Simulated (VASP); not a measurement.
# Al (I4_1/amd) in VASP: a series of runs

Runs on Al. Level: PBEsol. Tasks: single point, relaxation of cell and atoms.

Program: VASP 6.6.1. These are calculated values, not measurements. Logs are shortened: lines on timing, memory, paths and dates and some standing lists are left out, and cuts for length are marked.

### 1 The cell of the first run

It takes space group I4_1/amd (No. 141, tetragonal). Conventional cell: a = 4.986 Å, b = 4.986 Å, c = 2.720 Å, α = 90.00°, β = 90.00°, γ = 90.00°. Within 3.4 Å of Al (site symmetry -4m2) lie 10 Al at 2.58 to 3.22 Å.

### 2 Single point, PBEsol

The input, INCAR:

```
PREC = Accurate
ENCUT = 520
EDIFF = 1E-6
ISMEAR = 0
SIGMA = 0.1
LREAL = False
LASPH = True
NELM = 60
ALGO = Normal
ISIF = 2
LWAVE = False
LCHARG = True
GGA = PS
LELF = True
LVHAR = True
NBANDS = 10
```

The input, KPOINTS:

```
Automatic mesh
0
Gamma
  8 8 8
```

The input, POSCAR:

```
Al
1.0
   -2.4932008491      2.4932008491      1.3600870863
    2.4932008491     -2.4932008491      1.3600870863
    2.4932008491      2.4932008491     -1.3600870863
Al
2
Direct
    0.0000000000      0.0000000000      0.0000000000
    0.7500000000      0.2500000000      0.5000000000
```

Potentials or basis: VASP PAW PBE potentials, release 64 (Al).

Launch:

```bash
$ cat potpaw_PBE.64/Al/POTCAR > POTCAR
$ mpirun -np 1 vasp_std > vasp.out
```

OUTCAR:

```text
PREC = Accurate
   ENCUT = 520
   EDIFF = 1E-6
   ISMEAR = 0
   LREAL = False
   LASPH = True
   NELM = 60
   ISIF = 2
   GGA = PS

 ion  position               nearest neighbor table
   1  0.000  0.000  0.000-   2 2.58   2 2.58   2 2.58   2 2.58   2 3.22   2 3.22   2 3.22   2 3.22

   2  0.750  0.250  0.500-   1 2.58   1 2.58   1 2.58   1 2.58   1 3.22   1 3.22   1 3.22   1 3.22

  LATTYP: Found a body centered tetragonal cell.
 ALAT       =     4.9864016982
 C/A-ratio  =     0.5455184594

  Lattice vectors:

 A1 = (  -2.4932008491,   2.4932008491,   1.3600870863)
 A2 = (   2.4932008491,  -2.4932008491,   1.3600870863)
 A3 = (   2.4932008491,   2.4932008491,  -1.3600870863)

Analysis of symmetry for initial positions (statically):
=====================================================================
 Subroutine PRICEL returns:
 Original cell was already a primitive cell.

 Routine SETGRP: Setting up the symmetry group for a
 body centered tetragonal supercell.

 Subroutine GETGRP returns: Found 16 space group operations
 (whereof  8 operations were pure point group operations)
 out of a pool of 16 trial point group operations.

The static configuration has the point symmetry D_2d.
 The point group associated with its full space group is D_4h.

Analysis of symmetry for dynamics (positions and initial velocities):
=====================================================================
 Subroutine PRICEL returns:
 Original cell was already a primitive cell.

 Routine SETGRP: Setting up the symmetry group for a
 body centered tetragonal supercell.

 Subroutine GETGRP returns: Found 16 space group operations
 (whereof  8 operations were pure point group operations)
 out of a pool of 16 trial point group operations.

The dynamic configuration has the point symmetry D_2d.
 The point group associated with its full space group is D_4h.

 Subroutine INISYM returns: Found 16 space group operations
 (whereof  8 operations are pure point group operations),
 and found     1 'primitive' translations

----------------------------------------------------------------------------------------

                                     Primitive cell

  volume of cell :      33.8175

  direct lattice vectors                    reciprocal lattice vectors
    -2.493200849  2.493200849  1.360087086     0.000000000  0.200545415  0.367623518
     2.493200849 -2.493200849  1.360087086     0.200545415  0.000000000  0.367623518
[... 92 lines left out ...]
   ISYM   =      2    0-nonsym 1-usesym 2-fastsym
   POTIM  = 0.5000    time-step for ionic-motion
   TEBEG  =    0.0;   TEEND  =   0.0 temperature during run
   PSTRESS=    0.0 pullay stress
   NELECT =       6.0000    total number of electrons
   NUPDOWN=      -1.0000    fix difference up-down
   EMIN   =  10.00;   EMAX   =-10.00  energy-range for DOS
   EFERMI =   0.00;   METHOD = LEGACY
   ISMEAR =     0;   SIGMA  =   0.10  broadening in eV -4-tet -1-fermi 0-gaus
   EFERMI_NEDOS =   21; number of points for ismear=-14 and -15
   IALGO  =     38    algorithm
   IMIX   =      4    mixing-type and parameters
     AMIX     =   0.40;   BMIX     =  1.00
     AMIX_MAG =   1.60;   BMIX_MAG =  1.00
  volume/ion in A,a.u.               =      16.91       114.11
  Fermi-wavevector in a.u.,A,eV,Ry     =   0.919909  1.738376 11.513691  0.846232
  Thomas-Fermi vector in A             =   2.045155
   LORBIT       =      0    0 simple, 1 ext, 2 COOP (PROOUT), +10 PAW based schemes
   GGA     = PS    functional components
   LHFCALC =     F    Hartree Fock is set to
   AEXX    =    0.0000 exact exchange contribution
   IVDW    =     0    specifies the selected vdW correction
   LEPSILON=     F    determine dielectric tensor
   LRPA    =     F    only Hartree local field effects (RPA)
 non-spin polarized calculation
 Gauss-broadening in eV      SIGMA  =   0.10
  energy-cutoff  :      520.00
  volume of cell :       33.82
 maximum number of plane-waves:       941
   NGX = 15   NGY = 15   NGZ = 15

 number of electron       6.0000000 magnetization

 Free energy of the ion-electron system (eV)
  ---------------------------------------------------
  ext. energy  EPLUGINS =         0.00000000
  ---------------------------------------------------
  free energy    TOTEN  =        -7.46241554 eV

  energy without entropy =       -7.45904469  energy(sigma->0) =       -7.46073011

 E-fermi :   7.4053     XC(G=0): -10.1391

 val. band max:        7.3109124714   @ k =   0.3750   0.0000   0.0000
 cond. band min:       7.4098623432   @ k =   0.2500   0.1250   0.0000
 fundamental gap:      0.0989498718
 Fermi energy:         7.4052611781

 k-point     1 :       0.0000    0.0000    0.0000
  band No.  band energies     occupation
      1      -3.3194      2.00000
      2       7.2573      1.96359
      3       7.2573      1.96359
      4       8.7160      0.00000
      5       9.4397      0.00000
      6      16.4137      0.00000
      7      18.3139      0.00000
      8      18.7934      0.00000
      9      18.7934      0.00000
     10      19.9320      0.00000
[... 287 lines left out ...]
 k-point    24 :       0.3750    0.1250    0.1250
  band No.  band energies     occupation
      1       3.3535      2.00000
      2       3.3659      2.00000
      3       6.0647      2.00000
      4       6.1513      2.00000
      5      11.2890      0.00000
      6      11.7870      0.00000
      7      14.5260      0.00000
      8      14.5410      0.00000
      9      16.7182      0.00000
     10      18.3977      0.00000

 [... further k-points ...]

------------------------ aborting loop because EDIFF is reached ----------------------------------------

  FORCE on cell =-STRESS in cart. coord.  units (eV):
  Direction    XX          YY          ZZ          XY          YZ          ZX
  --------------------------------------------------------------------------------------
  -------------------------------------------------------------------------------------
  Total        2.8699301      2.8699301     -0.0909600      0.0000000      0.0000000      0.0000000
  in kB      135.9692358    135.9692358     -4.3094274      0.0000000      0.0000000      0.0000000
  external PRESSURE =      89.2096814 kB  Pullay stress =       0.0000000 kB

 VOLUME and BASIS-vectors are now :
 -----------------------------------------------------------------------------
  energy-cutoff  :      520.00
  volume of cell :       33.82
      direct lattice vectors                 reciprocal lattice vectors
    -2.493200849  2.493200849  1.360087086     0.000000000  0.200545415  0.367623518
     2.493200849 -2.493200849  1.360087086     0.200545415  0.000000000  0.367623518
     2.493200849  2.493200849 -1.360087086     0.200545415  0.200545415  0.000000000

 POSITION                                       TOTAL-FORCE (eV/Angst)
 -----------------------------------------------------------------------------------
      0.00000      0.00000      0.00000         0.000000     -0.000000      0.000000
      0.00000      2.49320      0.68004        -0.000000      0.000000     -0.000000
 -----------------------------------------------------------------------------------
    total drift:                                0.000000     -0.000000     -0.000000

  FREE ENERGIE OF THE ION-ELECTRON SYSTEM (eV)
  ---------------------------------------------------
  free  energy   TOTEN  =        -7.4624155385 eV

  energy  without entropy=       -7.4590446902  energy(sigma->0) =       -7.46073011
```

OSZICAR:

```text
N       E                     dE             d eps       ncg     rms          rms(c)
DAV:   1    -0.107104213446E+00   -0.10710E+00   -0.20693E+03  1180   0.431E+02
DAV:   2    -0.734257344326E+01   -0.72355E+01   -0.69150E+01  1526   0.551E+01
DAV:   3    -0.749414612090E+01   -0.15157E+00   -0.15075E+00  1614   0.638E+00
DAV:   4    -0.749490545407E+01   -0.75933E-03   -0.75928E-03  1474   0.477E-01
DAV:   5    -0.749491296897E+01   -0.75149E-05   -0.75159E-05  1466   0.447E-02    0.188E+00
DAV:   6    -0.747521010147E+01    0.19703E-01   -0.30961E-03  1384   0.230E-01    0.106E+00
DAV:   7    -0.746246510073E+01    0.12745E-01   -0.73281E-03  1290   0.349E-01    0.195E-01
DAV:   8    -0.746241635345E+01    0.48747E-04   -0.12441E-04  1638   0.727E-02    0.478E-02
DAV:   9    -0.746241553852E+01    0.81493E-06   -0.15634E-06  1360   0.666E-03
   1 F= -.74624155E+01 E0= -.74607301E+01  d E =-.337085E-02
```

Wall time 20 s (1 thread of AMD EPYC 7R13, shared host); peak memory 0.13 GiB.

Results:

```
Free energy            : -7.4624 eV
Pressure               : 8.9 GPa
Band gap on the k mesh : zero (band 3 reaches 9.85 eV, above the bottom of band 4 at 2.68 eV)
```

Caveat: the PAW data sets were made with another functional, which shifts forces and pressure a little.

[end of part 1 of 2]
